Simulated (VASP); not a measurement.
Set up this calculation in VASP 6.6.1, as the native input.

```
Task                   : single point
Functional             : r2SCAN
Potentials or basis    : VASP PAW PBE potentials, release 64 (Si, C)
Cutoff                 : 520 eV
k mesh                 : 6 × 6 × 3
Occupations            : fermi-dirac, width 0.05 eV
Spin                   : no spin polarisation
Dipole correction      : no
Further INCAR settings : ALGO = Normal; EDIFF = 1e-06; NBANDS = 16
```

Crystal: SiC.

```
CELL_PARAMETERS angstrom
3.07600 0.00000 0.00000
-1.53800 2.66389 0.00000
0.00000 0.00000 5.04800
ATOMIC_POSITIONS crystal
Si 0.66667 0.33333 0.50000
Si 0.33333 0.66667 0.00000
C 0.66667 0.33333 0.88500
C 0.33333 0.66667 0.38500
```

The input as run:

POSCAR

```
SiC
1.0
    3.0760000000      0.0000000000      0.0000000000
   -1.5380000000      2.6638941420      0.0000000000
    0.0000000000      0.0000000000      5.0480000000
Si C
2 2
Direct
    0.6666666667      0.3333333333      0.5000000000
    0.3333333333      0.6666666667      0.0000000000
    0.6666666667      0.3333333333      0.8850000000
    0.3333333333      0.6666666667      0.3850000000
```

INCAR.step1

```
SYSTEM = SiC
PREC     = Accurate       ! precision mode
ENCUT    = 520            ! plane-wave cutoff, eV
ISMEAR   = -1             ! smearing method
SIGMA    = 0.05           ! smearing width, eV
LREAL    = .FALSE.        ! projectors in reciprocal space
LASPH    = .TRUE.         ! aspherical terms in the spheres
NELM     = 60             ! most SCF steps
NBANDS   = 16             ! bands
GGA      = PE             ! functional
ALGO     = Normal         ! electronic algorithm
EDIFF    = 1E-4           ! SCF threshold, eV
LWAVE    = .TRUE.         ! write WAVECAR
LCHARG   = .FALSE.        ! write CHGCAR
```

INCAR.step2

```
SYSTEM = SiC
PREC     = Accurate       ! precision mode
ENCUT    = 520            ! plane-wave cutoff, eV
EDIFF    = 1E-6           ! SCF threshold, eV
ISMEAR   = -1             ! smearing method
SIGMA    = 0.05           ! smearing width, eV
LREAL    = .FALSE.        ! projectors in reciprocal space
LASPH    = .TRUE.         ! aspherical terms in the spheres
NELM     = 60             ! most SCF steps
ALGO     = Normal         ! electronic algorithm
ISIF     = 2              ! what is computed and relaxed
LWAVE    = .FALSE.        ! write WAVECAR
LCHARG   = .FALSE.        ! write CHGCAR
METAGGA  = R2SCAN         ! meta-GGA
LMIXTAU  = .TRUE.       
NBANDS   = 16             ! bands
ISTART   = 1
```

KPOINTS

```
regular mesh
0
G
  6 6 3
  0 0 0
```

Potentials or basis: VASP PAW PBE potentials, release 64 (Si, C).

Launch:

```bash
$ cat potpaw_PBE.64/Si/POTCAR potpaw_PBE.64/C/POTCAR > POTCAR
$ cp INCAR.step1 INCAR
$ mpirun -np 1 vasp_std > vasp.out
$ cp INCAR.step2 INCAR
$ mpirun -np 1 vasp_std > vasp.out
```

It gave:

```yaml
Pressure: 0.0 GPa
Largest_force: 0.769 eV/Å
Band_gap_on_the_k_mesh: 2.70 eV (least direct gap 4.59 eV)
```

Caveat: the PAW data sets were made with another functional, which shifts forces and pressure a little; an odd mesh through Γ misses points on the zone boundary, where band edges can lie.

It took 36 s on 1 thread of Intel Xeon 8259CL, on a shared host, peak memory 0.15 GiB.
